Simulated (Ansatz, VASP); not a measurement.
This is a calculation of MgB2 for Ansatz 0.2.0.

File input.yaml:

```yaml
crystal:
  lattice:
    - [3.105431059, 0.0, 0.0]
    - [-1.5527155295, 2.6893821868, 0.0]
    - [0.0, 0.0, 3.5463318058]
  atoms:
    - { symbol: Mg, position: [0.0, 0.0, 0.0] }
    - { symbol: B, position: [0.6666666667, 0.3333333333, 0.5] }
    - { symbol: B, position: [0.3333333333, 0.6666666667, 0.5] }
hamiltonian:
  xc: r2scan
  pseudopotentials: { kind: paw }
kpoints:
  mp_grid: { grid: [10, 10, 8] }
scf:
  occupations: { method: fermi_dirac, width: 0.05 }
output:
  forces: true
  stress: true
  eigenvalues: true
```

Potentials or basis: Ansatz PAW.

The run is started by

```console
$ ansatz run input.yaml --threads 2 --pin off --max-ram 5632MiB --backend cpu --events-out ev --progress --plain --runs-dir out
```

Set up the same calculation for VASP 6.6.1. Potentials there: VASP PAW PBE potentials, release 64 (Mg_sv, B).

As run (the cutoff follows the program's own potentials):

The input POSCAR:

```
MgB2
1.0
    3.1054310590      0.0000000000      0.0000000000
   -1.5527155295      2.6893821868      0.0000000000
    0.0000000000      0.0000000000      3.5463318058
Mg B
1 2
Direct
    0.0000000000      0.0000000000      0.0000000000
    0.6666666667      0.3333333333      0.5000000000
    0.3333333333      0.6666666667      0.5000000000
```

File INCAR.step1:

```
PREC = Accurate
ENCUT = 750
ISMEAR = -1
SIGMA = 0.05
LREAL = F
LASPH = T
NELM = 120
NBANDS = 15
GGA = PE
ALGO = Normal
EDIFF = 1E-5
LWAVE = T
LCHARG = F
GGA_COMPAT = F
```

Contents of INCAR.step2:

```
PREC = Accurate
ENCUT = 750
EDIFF = 1E-6
ISMEAR = -1
SIGMA = 0.05
LREAL = F
LASPH = T
NELM = 120
ALGO = Normal
ISIF = 2
LWAVE = F
LCHARG = F
METAGGA = R2SCAN
LMIXTAU = T
NBANDS = 15
ISTART = 1
GGA_COMPAT = F
```

KPOINTS

```
regular mesh
0
Gamma
  10 10 8
```

Potentials or basis: VASP PAW PBE potentials, release 64 (Mg_sv, B).

The run is started by

```bash
$ cat potpaw_PBE.64/Mg_sv/POTCAR potpaw_PBE.64/B/POTCAR > POTCAR
$ cp INCAR.step1 INCAR
$ mpirun -np 1 vasp_std > vasp.out
$ cp INCAR.step2 INCAR
$ mpirun -np 1 vasp_std > vasp.out
```

Both were run:

|  | VASP | Ansatz | Ansatz less VASP |
| --- | --- | --- | --- |
| gap on the k mesh at the Fermi level (eV) | none | none | - |
| pressure (GPa) | -5.1 | -5.0 | +0.11 |
| traceless stress, the component that is largest in VASP (GPa) | 0.89 | 0.84 | -0.050 |

VASP's potentials were made for PBE, not for r2SCAN. A gap of «none» marks a metal or a gap that the smearing closes. The functional is the same, so the differences come from potentials, cutoffs and numerics.
